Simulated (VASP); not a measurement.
A run of VASP 6.6.1 is set up as follows.

INCAR

```
  PREC = Accurate
  ENCUT = 520
  EDIFF = 1E-7
  ISMEAR = 0
  SIGMA = 0.05
  LREAL = F
  LASPH = T
  NELM = 100
  ALGO = Normal
  ISIF = 2
  LWAVE = F
  LCHARG = F
  GGA = PS
  NBANDS = 30
```

Contents of KPOINTS:

```
regular mesh
0
Gamma
  6 6 2
```

POSCAR

```
N
1.0
   -4.6258169325      0.0000000000      0.0000000000
   -2.3129084662     -4.0060749768      0.0000000000
   -0.9637118609      1.6691979070     15.2224973438
N
8
Direct
   -0.0175626755      0.6842293422      0.8421504213
    0.1743475970      0.4923190697      0.3815657673
    0.0125433885      0.6541232782      0.7698958677
    0.2044536610      0.4622130057      0.3093112137
    0.6036360665      0.7296972668      0.1512734403
    0.4117257940      0.9216075393      0.6118580943
    0.6337421306      0.6995912028      0.0790188867
    0.4418318581      0.8915014753      0.5396035407
```

Potentials or basis: VASP PAW PBE potentials, release 64 (N).

Launch:

```console
$ cat potpaw_PBE.64/N/POTCAR > POTCAR
$ mpirun -np 1 vasp_std > vasp.out
```

**Question.** Estimate the band gap on the k mesh.

**Answer.** 7.44 eV (least direct gap 7.63 eV).

**Question.** Predict the largest force.

**Answer.** 1.894 eV/Å.

**Question.** Predict the pressure.

**Answer.** 1.4 GPa.

Stress tensor (GPa, compression positive):
```
-0.11  0.00  0.00
 0.00 -0.11  0.00
 0.00  0.00  4.51
```

Caveat: the cell differs from its parent crystal (the part above a cut slid along it); the standard files for N, O and F lose accuracy on very short bonds; this functional lacks dispersion, which holds the molecules together, so the pressure and a relaxed volume are unreliable; the PAW data sets were made with another functional, which shifts forces and pressure a little. A k mesh can miss the band edges.
